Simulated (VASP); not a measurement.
Write the native input for VASP 6.6.1 that does the following.

```
Task                   : single point
Functional             : r2SCAN
Potentials or basis    : VASP PAW PBE potentials, release 64 (Zn, S)
Cutoff                 : 520 eV
k mesh                 : 8 × 8 × 8
Occupations            : gaussian, width 0.05 eV
Spin                   : no spin polarisation
Dipole correction      : no
Further INCAR settings : ALGO = Normal; EDIFF = 1e-06; NBANDS = 16
```

Crystal: ZnS.

```
Zn S
1.0
    -0.85512    2.35159    2.35159
     2.35159   -0.85512    2.35159
     2.35159    2.35159   -0.85512
Zn S
1 1
Direct
  0.00000 0.00000 0.00000
  0.75000 0.75000 0.75000
```

This cell differs from its parent crystal: ratio of the length along [111] to the lengths across it x 0.6, volume and fractional coordinates fixed.

The input as run:

POSCAR

```
ZnS
1.0
   -0.8551245756      2.3515925830      2.3515925830
    2.3515925830     -0.8551245756      2.3515925830
    2.3515925830      2.3515925830     -0.8551245756
Zn S
1 1
Direct
    0.0000000000      0.0000000000      0.0000000000
    0.7500000000      0.7500000000      0.7500000000
```

INCAR.step1

```
PREC = Accurate
ENCUT = 520
ISMEAR = 0
SIGMA = 0.05
LREAL = False
LASPH = True
NELM = 60
NBANDS = 16
GGA = PE
ALGO = Normal
EDIFF = 1E-4
LWAVE = True
LCHARG = False
```

INCAR.step2

```
PREC = Accurate
ENCUT = 520
EDIFF = 1E-6
ISMEAR = 0
SIGMA = 0.05
LREAL = False
LASPH = True
NELM = 60
ALGO = Normal
ISIF = 2
LWAVE = False
LCHARG = True
METAGGA = R2SCAN
LMIXTAU = True
LELF = True
LVHAR = True
NBANDS = 16
ISTART = 1
```

KPOINTS

```
regular mesh
0
Gamma
  8 8 8
```

Potentials or basis: VASP PAW PBE potentials, release 64 (Zn, S).

Launch:

```console
$ cat potpaw_PBE.64/Zn/POTCAR potpaw_PBE.64/S/POTCAR > POTCAR
$ cp INCAR.step1 INCAR
$ mpirun -np 1 vasp_std > vasp.out
$ cp INCAR.step2 INCAR
$ mpirun -np 1 vasp_std > vasp.out
```

Results of the run:

| Quantity | Value |
| --- | --- |
| Pressure | 45.7 GPa |
| Largest force | 20.010 eV/Å |
| Band gap on the k mesh | 1.26 eV, indirect (least direct gap 1.50 eV) |

Caveat: the PAW data sets were made with another functional, which shifts forces and pressure a little.

It took 86 s on 1 thread of AMD EPYC 9R45 96-Core Processor (Zen 5), with other jobs on the host, peak memory 0.16 GiB.
